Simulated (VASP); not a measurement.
# KCl (Fmmm) in VASP: a series of runs

Runs on KCl. Level: PBEsol. Tasks: single point.

Everything below comes from runs of VASP 6.6.1. Logs are shortened: lines on timing, memory, paths and dates and some standing lists are left out, and cuts for length are marked.

### Step 1. The cell of the first run

Symmetry: Fmmm, No. 69, orthorhombic system. Conventional cell: a = 5.981 Å, b = 6.312 Å, c = 6.644 Å, α = 90.00°, β = 90.00°, γ = 90.00°. K (site symmetry mmm) has 6 Cl at 2.99 to 3.32 Å within 3.9 Å. Within 3.9 Å of Cl (site symmetry mmm) lie 6 K at 2.99 to 3.32 Å.

### Step 2. Single point, PBEsol (strain +0.0525 x Voigt [1, -1, 0, 0, 0, 0])

Contents of INCAR:

```
SYSTEM = KCl
PREC     = Accurate       ! precision mode
ENCUT    = 520            ! plane-wave cutoff, eV
EDIFF    = 1E-6           ! SCF threshold, eV
ISMEAR   = 0              ! smearing method
SIGMA    = 0.05           ! smearing width, eV
LREAL    = .False.        ! projectors in reciprocal space
LASPH    = .True.         ! aspherical terms in the spheres
NELM     = 60             ! most SCF steps
ALGO     = Normal         ! electronic algorithm
ISIF     = 2              ! what is computed and relaxed
LWAVE    = .False.        ! write WAVECAR
LCHARG   = .False.        ! write CHGCAR
GGA      = PS             ! functional
NBANDS   = 15             ! bands
```

Contents of KPOINTS:

```
Automatic mesh
0
Gamma
  6 6 6
  0 0 0
```

Contents of POSCAR:

```
KCl
1.0
    0.0000000000      2.9904047500      3.1561000000
    3.3217952500      0.0000000000      3.1561000000
    3.3217952500      2.9904047500      0.0000000000
K Cl
1 1
Direct
    0.0000000000      0.0000000000      0.0000000000
    0.5000000000      0.5000000000      0.5000000000
```

Potentials or basis: VASP PAW PBE potentials, release 64 (K_sv, Cl).

Started as:

```console
cat potpaw_PBE.64/K_sv/POTCAR potpaw_PBE.64/Cl/POTCAR > POTCAR
mpirun -np 1 vasp_std > vasp.out
```

OUTCAR:

```text
SYSTEM = KCl
   PREC = Accurate
   ENCUT = 520
   EDIFF = 1E-6
   ISMEAR = 0
   LREAL = .False.
   LASPH = .True.
   NELM = 60
   ISIF = 2
   GGA = PS

 ion  position               nearest neighbor table
   1  0.000  0.000  0.000-   2 2.99   2 2.99   2 3.16   2 3.16
   2  0.500  0.500  0.500-   1 2.99   1 2.99   1 3.16   1 3.16

  LATTYP: Found a face centered orthorhombic cell.
 ALAT       =     5.9808095000
 B/A-ratio  =     1.0554089710
 C/A-ratio  =     1.1108179420

  Lattice vectors:

 A1 = (  -3.3217952500,   0.0000000000,  -3.1561000000)
 A2 = (  -3.3217952500,   2.9904047500,   0.0000000000)
 A3 = (   0.0000000000,   2.9904047500,  -3.1561000000)

Analysis of symmetry for initial positions (statically):
=====================================================================
 Subroutine PRICEL returns:
 Original cell was already a primitive cell.

 Routine SETGRP: Setting up the symmetry group for a
 face centered orthorhombic supercell.

 Subroutine GETGRP returns: Found  8 space group operations
 (whereof  8 operations were pure point group operations)
 out of a pool of  8 trial point group operations.

The static configuration has the point symmetry D_2h.

Analysis of symmetry for dynamics (positions and initial velocities):
=====================================================================
 Subroutine PRICEL returns:
 Original cell was already a primitive cell.

 Routine SETGRP: Setting up the symmetry group for a
 face centered orthorhombic supercell.

 Subroutine GETGRP returns: Found  8 space group operations
 (whereof  8 operations were pure point group operations)
 out of a pool of  8 trial point group operations.

The dynamic configuration has the point symmetry D_2h.

 Subroutine INISYM returns: Found  8 space group operations
 (whereof  8 operations are pure point group operations),
 and found     1 'primitive' translations

----------------------------------------------------------------------------------------

                                     Primitive cell

  volume of cell :      62.7023

  direct lattice vectors                    reciprocal lattice vectors
     0.000000000  2.990404750  3.156100000    -0.150521017  0.167201447  0.158423371
     3.321795250  0.000000000  3.156100000     0.150521017 -0.167201447  0.158423371
     3.321795250  2.990404750  0.000000000     0.150521017  0.167201447 -0.158423371

  length of vectors
     4.347814138  4.582061860  4.469546314     0.275156073  0.275156073  0.275156073

  position of ions in fractional coordinates (direct lattice)
     0.000000000  0.000000000  0.000000000
     0.500000000  0.500000000  0.500000000

  ion indices of the primitive-cell ions
   primitive index   ion index
                 1           1
                 2           2

----------------------------------------------------------------------------------------

 KPOINTS: Automatic mesh

Automatic generation of k-mesh.
 Grid dimensions read from file:
 generate k-points for:    6    6    6

 Generating k-lattice:

  Cartesian coordinates                     Fractional coordinates (reciprocal lattice)
    -0.025086836  0.027866908  0.026403895     0.166666667  0.000000000  0.000000000
     0.025086836 -0.027866908  0.026403895     0.000000000  0.166666667  0.000000000
     0.025086836  0.027866908 -0.026403895    -0.000000000 -0.000000000  0.166666667

  Length of vectors
     0.045859346  0.045859346  0.045859346

  Shift w.r.t. Gamma in fractional coordinates (k-lattice)
     0.000000000  0.000000000  0.000000000

 Subroutine IBZKPT returns following result:
 ===========================================

 Found     46 irreducible k-points:

 Following reciprocal coordinates:
            Coordinates               Weight
  0.000000  0.000000  0.000000      1.000000
  0.166667  0.000000  0.000000      8.000000
  0.333333  0.000000  0.000000      8.000000
  0.500000  0.000000  0.000000      4.000000
  0.166667  0.166667  0.000000      2.000000
  0.333333  0.166667  0.000000      8.000000
[... 16 lines left out ...]
 -0.166667  0.166667  0.166667      8.000000
  0.500000  0.333333  0.166667      4.000000
 [... further k-points ...]
   k-points           NKPTS =     46   k-points in BZ     NKDIM =     46   number of bands    NBANDS=     15
   number of dos      NEDOS =    301   number of ions     NIONS =      2
   total plane-waves  NPLWV =  41472
   dimension x,y,z NGX =    32 NGY =   36 NGZ =   36
   dimension x,y,z NGXF=    64 NGYF=   72 NGZF=   72
   ions per type =               1   1
   NGX,Y,Z   is equivalent  to a cutoff of  12.24, 13.06, 13.39 a.u.
   NGXF,Y,Z  is equivalent  to a cutoff of  24.47, 26.12, 26.78 a.u.
 SYSTEM =  KCl
   PREC   = accura    normal or accurate (medium, high low for compatibility)
   ISTART =      0    job   : 0-new  1-cont  2-samecut
   ICHARG =      2    charge: 1-file 2-atom 10-const
   ISPIN  =      1    spin polarized calculation?
   LNONCOLLINEAR =      F non collinear calculations
   LSORBIT =      F    spin-orbit coupling
   LASPH  =      T    aspherical Exc in radial PAW
   ENCUT  =  520.0 eV  38.22 Ry    6.18 a.u.   8.08  8.52  8.31*2*pi/ulx,y,z
   NELM   =     60;   NELMIN=  2; NELMDL= -5     # of ELM steps
   EDIFF  = 0.1E-05   stopping-criterion for ELM
   LREAL  =      F    real-space projection
   EDIFFG = 0.1E-04   stopping-criterion for IOM
   NSW    =      0    number of steps for IOM
   IBRION =     -1    ionic relax: 0-MD 1-quasi-New 2-CG
   NFREE  =      0    steps in history (QN), initial steepest desc. (CG)
   ISIF   =      2    stress and relaxation
   ISYM   =      2    0-nonsym 1-usesym 2-fastsym
   POTIM  = 0.5000    time-step for ionic-motion
   TEBEG  =    0.0;   TEEND  =   0.0 temperature during run
   PSTRESS=    0.0 pullay stress
   NELECT =      16.0000    total number of electrons
   NUPDOWN=      -1.0000    fix difference up-down
   EMIN   =  10.00;   EMAX   =-10.00  energy-range for DOS
   EFERMI =   0.00;   METHOD = LEGACY
   ISMEAR =     0;   SIGMA  =   0.05  broadening in eV -4-tet -1-fermi 0-gaus
   EFERMI_NEDOS =   21; number of points for ismear=-14 and -15
   IALGO  =     38    algorithm
   IMIX   =      4    mixing-type and parameters
     AMIX     =   0.40;   BMIX     =  1.00
     AMIX_MAG =   1.60;   BMIX_MAG =  1.00
  volume/ion in A,a.u.               =      31.35       211.57
  Fermi-wavevector in a.u.,A,eV,Ry     =   1.038374  1.962242 14.670070  1.078220
  Thomas-Fermi vector in A             =   2.172855
   LORBIT       =      0    0 simple, 1 ext, 2 COOP (PROOUT), +10 PAW based schemes
   GGA     = PS    functional components
   LHFCALC =     F    Hartree Fock is set to
   AEXX    =    0.0000 exact exchange contribution
   IVDW    =     0    specifies the selected vdW correction
   LEPSILON=     F    determine dielectric tensor
   LRPA    =     F    only Hartree local field effects (RPA)
 non-spin polarized calculation
 Gauss-broadening in eV      SIGMA  =   0.05
  energy-cutoff  :      520.00
  volume of cell :       62.70
 maximum number of plane-waves:      1703
   NGX = 17   NGY = 17   NGZ = 17

 number of electron      16.0000000 magnetization

 Free energy of the ion-electron system (eV)
  ---------------------------------------------------
  ext. energy  EPLUGINS =         0.00000000
  ---------------------------------------------------
  free energy    TOTEN  =        -6.98554489 eV

  energy without entropy =       -6.98554489  energy(sigma->0) =       -6.98554489

 E-fermi :  -1.6843     XC(G=0):  -7.6787

 val. band max:       -1.8852485642   @ k =   0.0000   0.0000   0.0000
 cond. band min:       3.0499325815   @ k =   0.0000   0.0000   0.0000
 fundamental gap:      4.9351811457
 Fermi energy:        -1.6843392344

 k-point     1 :       0.0000    0.0000    0.0000
  band No.  band energies     occupation
      1     -28.9688      2.00000
      2     -14.0243      2.00000
      3     -12.5081      2.00000
      4     -12.5034      2.00000
      5     -12.4935      2.00000
      6      -1.9606      2.00000
      7      -1.9346      2.00000
      8      -1.8852      2.00000
      9       3.0499      0.00000
     10       6.0455      0.00000
     11       6.3799      0.00000
     12       6.7348      0.00000
     13       7.0517      0.00000
     14       7.4968      0.00000
     15      10.8508      0.00000

 k-point     2 :       0.1667    0.0000    0.0000
  band No.  band energies     occupation
      1     -28.9660      2.00000
      2     -14.0839      2.00000
      3     -12.5092      2.00000
      4     -12.4984      2.00000
      5     -12.4251      2.00000
      6      -2.2513      2.00000
      7      -2.0351      2.00000
      8      -2.0031      2.00000
      9       3.6791      0.00000
     10       6.1384      0.00000
     11       6.5844      0.00000
     12       6.9287      0.00000
     13       7.4120      0.00000
     14       7.9095      0.00000
     15      11.7735      0.00000

 k-point     3 :       0.3333    0.0000    0.0000
  band No.  band energies     occupation
      1     -28.9604      2.00000
      2     -14.1893      2.00000
      3     -12.5207      2.00000
      4     -12.4989      2.00000
      5     -12.2808      2.00000
      6      -2.7869      2.00000
      7      -2.1953      2.00000
      8      -2.1866      2.00000
      9       4.9029      0.00000
     10       6.2158      0.00000
     11       7.5302      0.00000
     12       7.7956      0.00000
     13       8.3122      0.00000
     14       8.9485      0.00000
     15      10.5906      0.00000

 k-point     4 :       0.5000    0.0000    0.0000
  band No.  band energies     occupation
      1     -28.9576      2.00000
      2     -14.2368      2.00000
      3     -12.5267      2.00000
      4     -12.4991      2.00000
      5     -12.2131      2.00000
      6      -3.0184      2.00000
      7      -2.2735      2.00000
      8      -2.2704      2.00000
      9       5.4678      0.00000
     10       6.5003      0.00000
     11       8.4865      0.00000
     12       8.6328      0.00000
     13       9.0044      0.00000
     14       9.6373      0.00000
     15       9.8057      0.00000
[... 307 lines left out ...]
 k-point    22 :      -0.3333    0.1667    0.1667
  band No.  band energies     occupation
      1     -28.9575      2.00000
      2     -14.1712      2.00000
      3     -12.5525      2.00000
      4     -12.5091      2.00000
      5     -12.2908      2.00000
      6      -2.8454      2.00000
      7      -2.3371      2.00000
      8      -2.2275      2.00000
      9       5.6019      0.00000
     10       6.2938      0.00000
     11       8.0240      0.00000
     12       8.4052      0.00000
     13       8.8197      0.00000
     14       9.2916      0.00000
     15       9.5909      0.00000

 k-point    23 :      -0.1667    0.1667    0.1667
  band No.  band energies     occupation
      1     -28.9617      2.00000
      2     -14.0842      2.00000
      3     -12.5328      2.00000
      4     -12.5132      2.00000
      5     -12.4172      2.00000
      6      -2.5942      2.00000
      7      -2.1503      2.00000
      8      -2.0766      2.00000
      9       4.8464      0.00000
     10       5.5148      0.00000
     11       7.6745      0.00000
     12       7.9724      0.00000
     13       8.0507      0.00000
     14       8.2420      0.00000
     15      10.3118      0.00000

 k-point    24 :       0.5000    0.3333    0.1667
  band No.  band energies     occupation
      1     -28.9570      2.00000
      2     -14.1435      2.00000
      3     -12.5522      2.00000
      4     -12.5363      2.00000
      5     -12.3159      2.00000
      6      -2.7450      2.00000
      7      -2.2855      2.00000
      8      -2.2632      2.00000
      9       5.5442      0.00000
     10       5.6851      0.00000
     11       7.9224      0.00000
     12       8.5695      0.00000
     13       8.6696      0.00000
     14       9.3725      0.00000
     15       9.8425      0.00000

 [... further k-points ...]
[... 5 lines left out ...]
  --------------------------------------------------------------------------------------
  -------------------------------------------------------------------------------------
  Total       -0.6241428      0.7645440     -0.1809956      0.0000000      0.0000000      0.0000000
  in kB      -15.9481737     19.5357231     -4.6248231      0.0000000      0.0000000      0.0000000
  external PRESSURE =      -0.3457579 kB  Pullay stress =       0.0000000 kB

 VOLUME and BASIS-vectors are now :
 -----------------------------------------------------------------------------
  energy-cutoff  :      520.00
  volume of cell :       62.70
      direct lattice vectors                 reciprocal lattice vectors
     0.000000000  2.990404750  3.156100000    -0.150521017  0.167201447  0.158423371
     3.321795250  0.000000000  3.156100000     0.150521017 -0.167201447  0.158423371
     3.321795250  2.990404750  0.000000000     0.150521017  0.167201447 -0.158423371

 POSITION                                       TOTAL-FORCE (eV/Angst)
 -----------------------------------------------------------------------------------
      0.00000      0.00000      0.00000         0.000000      0.000000     -0.000000
      3.32180      2.99040      3.15610         0.000000      0.000000      0.000000
 -----------------------------------------------------------------------------------
    total drift:                                0.000000     -0.000000     -0.000000

  FREE ENERGIE OF THE ION-ELECTRON SYSTEM (eV)
  ---------------------------------------------------
  free  energy   TOTEN  =        -6.9855448941 eV

  energy  without entropy=       -6.9855448941  energy(sigma->0) =       -6.98554489
```

Run time: 19 s. Hardware: 1 thread of Intel Xeon 6975P-C (Granite Rapids), shared host; peak memory 0.21 GiB.

What came out:

```
Free energy            : -6.9855 eV
Pressure               : 0.0 GPa
Band gap on the k mesh : 4.94 eV, direct
```

Caveat: the cell differs from its parent crystal (strain +0.0525 x Voigt [1, -1, 0, 0, 0, 0]); the PAW data sets were made with another functional, which shifts forces and pressure a little.

### Step 3. Single point, PBEsol (strain +0.0375 x Voigt [1, -1, 0, 0, 0, 0])

Contents of INCAR:

```
PREC = Accurate ; ENCUT = 520
EDIFF = 1E-6 ; ISMEAR = 0
SIGMA = 0.05 ; LREAL = F
LASPH = T ; NELM = 60
ALGO = Normal ; ISIF = 2
LWAVE = F ; LCHARG = F
GGA = PS ; NBANDS = 15
```

Contents of KPOINTS:

```
regular mesh
0
Gamma
  6 6 6
```

Contents of POSCAR:

```
KCl
1.0
    0.0000000000      3.0377462500      3.1561000000
    3.2744537500      0.0000000000      3.1561000000
    3.2744537500      3.0377462500      0.0000000000
K Cl
1 1
Direct
    0.0000000000      0.0000000000      0.0000000000
    0.5000000000      0.5000000000      0.5000000000
```

Potentials or basis: VASP PAW PBE potentials, release 64 (K_sv, Cl).

Started as:

```console
cat potpaw_PBE.64/K_sv/POTCAR potpaw_PBE.64/Cl/POTCAR > POTCAR
mpirun -np 1 vasp_std > vasp.out
```

It took 21 s on 1 thread of Intel Xeon 6975P-C (Granite Rapids), shared host; peak memory 0.21 GiB.

It converged, with:

* Free energy: -7.0031 eV
* Pressure: -0.3 GPa
* Band gap on the k mesh: 4.96 eV, direct

Stress tensor (GPa, compression positive):
```
-1.39  0.00  0.00
 0.00  1.05  0.00
 0.00  0.00 -0.49
```

Levels at points of the mesh, in eV from the valence-band top:
```csv
k point,band 4,band 5,band 6,band 7,band 8,band 9,band 10,band 11,band 12,band 13
"(0.00, 0.00, 0.00)",-10.61,-10.61,-0.05,-0.03,0.00,4.96,8.03,8.27,8.52,9.00
"(0.50, 0.00, 0.00)",-10.61,-10.35,-1.11,-0.36,-0.36,7.37,8.41,10.39,10.50,10.99
"(0.50, 0.50, 0.00)",-10.68,-10.65,-0.70,-0.25,-0.25,6.40,8.15,9.82,10.18,10.53
"(0.50, 0.00, 0.50)",-10.68,-10.67,-0.63,-0.31,-0.29,6.33,8.24,10.05,10.26,10.55
"(0.00, 0.50, 0.50)",-10.67,-10.65,-0.75,-0.21,-0.20,6.43,8.13,9.60,10.08,10.53
```

Caveat: the cell differs from its parent crystal (strain +0.0375 x Voigt [1, -1, 0, 0, 0, 0]); the PAW data sets were made with another functional, which shifts forces and pressure a little.

### Step 4. Single point, PBEsol (strain +0.0225 x Voigt [1, -1, 0, 0, 0, 0])

Contents of INCAR:

```
  PREC = Accurate
  ENCUT = 520
  EDIFF = 1E-6
  ISMEAR = 0
  SIGMA = 0.05
  LREAL = False
  LASPH = True
  NELM = 80
  ALGO = Normal
  ISIF = 2
  LWAVE = False
  LCHARG = False
  GGA = PS
  NBANDS = 15
```

Contents of KPOINTS:

```
Automatic mesh
0
Gamma
  6 6 6
```

Contents of POSCAR:

```
KCl
1.0
    0.0000000000      3.0850877500      3.1561000000
    3.2271122500      0.0000000000      3.1561000000
    3.2271122500      3.0850877500      0.0000000000
K Cl
1 1
Direct
    0.0000000000      0.0000000000      0.0000000000
    0.5000000000      0.5000000000      0.5000000000
```

Started as:

```console
cat potpaw_PBE.64/K_sv/POTCAR potpaw_PBE.64/Cl/POTCAR > POTCAR
mpirun -np 1 vasp_std > vasp.out
```

Wall time 23 s (1 thread of Intel Xeon 6975P-C (Granite Rapids), shared host); peak memory 0.22 GiB.

Results (log left out):

```yaml
Free_energy: -7.0144 eV
Pressure: -0.4 GPa
Band_gap_on_the_k_mesh: 4.98 eV, direct
```

Stress tensor (GPa, compression positive):
```
-1.11  0.00  0.00
 0.00  0.32  0.00
 0.00  0.00 -0.51
```

Levels at points of the mesh, in eV from the valence-band top:
```csv
k point,band 6,band 7,band 8,band 9,band 10,band 11
"(0.00, 0.00, 0.00)",-0.03,-0.02,0.00,4.98,8.13,8.28
"(0.50, 0.00, 0.00)",-1.09,-0.34,-0.34,7.39,8.43,10.41
"(0.50, 0.50, 0.00)",-0.69,-0.24,-0.24,6.40,8.17,9.84
"(0.50, 0.00, 0.50)",-0.65,-0.27,-0.27,6.36,8.21,9.97
"(0.00, 0.50, 0.50)",-0.72,-0.22,-0.21,6.43,8.15,9.70
```

Caveat: the cell differs from its parent crystal (strain +0.0225 x Voigt [1, -1, 0, 0, 0, 0]); the PAW data sets were made with another functional, which shifts forces and pressure a little.

### Step 5. Summary

```csv
cell,gap on the mesh (eV),pressure (GPa)
"a = 4.348, b = 4.582, c = 4.470 Å, angles 57.4, 62.6, 60.0°, 2 atoms",4.94,0.0
"a = 4.381, b = 4.548, c = 4.467 Å, angles 58.1, 61.9, 60.0°, 2 atoms",4.96,-0.3
"a = 4.413, b = 4.514, c = 4.465 Å, angles 58.9, 61.1, 60.0°, 2 atoms",4.98,-0.4
```

Alike in all rows: task single point; level PBEsol; potentials or basis VASP PAW PBE potentials, release 64 (K_sv, Cl); no spin polarisation; k mesh 6 × 6 × 6; cutoff (eV) 520; smearing gaussian 0.05 eV.

Caveats: the PAW data sets were made with another functional, which shifts forces and pressure a little.

Total energies depend on the potentials used, so only differences within one code and one set of settings carry meaning.
